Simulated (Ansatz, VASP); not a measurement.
# Two plane-wave programs on GaN

Contents of INCAR:

```
  ALGO = Normal
  EDIFF = 1E-6
  ENCUT = 600
  GGA = PE
  GGA_COMPAT = False
  ISIF = 2
  ISMEAR = 0
  LASPH = True
  LCHARG = True
  LNONCOLLINEAR = True
  LORBIT = 11
  LORBMOM = True
  LREAL = False
  LSORBIT = True
  LVHAR = True
  LWAVE = False
  MAGMOM = 0 0 0 0 0 0 0 0 0 0 0 0
  NBANDS = 50
  NELM = 200
  PREC = Accurate
  SIGMA = 0.02
```

File KPOINTS:

```
k-points
0
Gamma
  8 6 8
```

Contents of POSCAR:

```
GaN
1.0
    3.2162589253      0.0000000000      0.0000000000
    0.0000000000      4.5484769922      0.0000000000
    0.0000000000      0.0000000000      3.2162589253
Ga N
2 2
Direct
    0.0000000000      0.0000000000      0.0000000000
    0.5000000000      0.5000000000      0.5000000000
    0.0000000000      0.2500000000      0.5000000000
    0.5000000000      0.7500000000      0.0000000000
```

Input for Ansatz:

```yaml
crystal:
  lattice:
    - [3.2162589253, 0.0, 0.0]
    - [0.0, 4.5484769922, 0.0]
    - [0.0, 0.0, 3.2162589253]
  atoms:
    - { symbol: Ga, position: [0.0, 0.0, 0.0] }
    - { symbol: Ga, position: [0.5, 0.5, 0.5] }
    - { symbol: "N", position: [0.0, 0.25, 0.5] }
    - { symbol: "N", position: [0.5, 0.75, 0.0] }
basis:
  ecutwfc: 420
kpoints:
  mp_grid: { grid: [8, 6, 8] }
  band_path:
    path:
      - [[0.0, 0.0, 0.0], [0.0, 1.0, 0.0], [0.0, 1.0, 0.25]]
      - [[0.375, 0.75, 0.375], [0.0, 0.0, 0.0], [0.0, 0.5, 0.5], [0.25, 1.0, 0.25], [0.0, 1.0, 0.0]]
    npoints: 10
hamiltonian:
  xc: pbe
  pseudopotentials: { kind: paw_fr }
scf:
  occupations: { method: gaussian, width: 0.02 }
  n_extra_bands: 16
output:
  forces: true
  stress: true
  eigenvalues: true
magnetization:
  noncollinear: true
  spin_orbit: true
```

Alike in both runs: task single point; functional PBE; k mesh 8 × 6 × 8; occupations gaussian, width 0.02 eV; non-collinear spin, spin-orbit coupling.

|  | VASP | Ansatz |
| --- | --- | --- |
| version | VASP 6.6.1 | Ansatz 0.2.0 |
| potentials or method | VASP PAW PBE potentials, release 64 (Ga_d, N), cutoff 600 eV | plane waves, PAW |
| valence electrons in the cell | 36 | 36 |

```csv
,VASP,Ansatz,Ansatz less VASP
pressure (GPa),0.0,0.0,-0.03
net moment per atom (μB),0.00,0.00,0.000
```
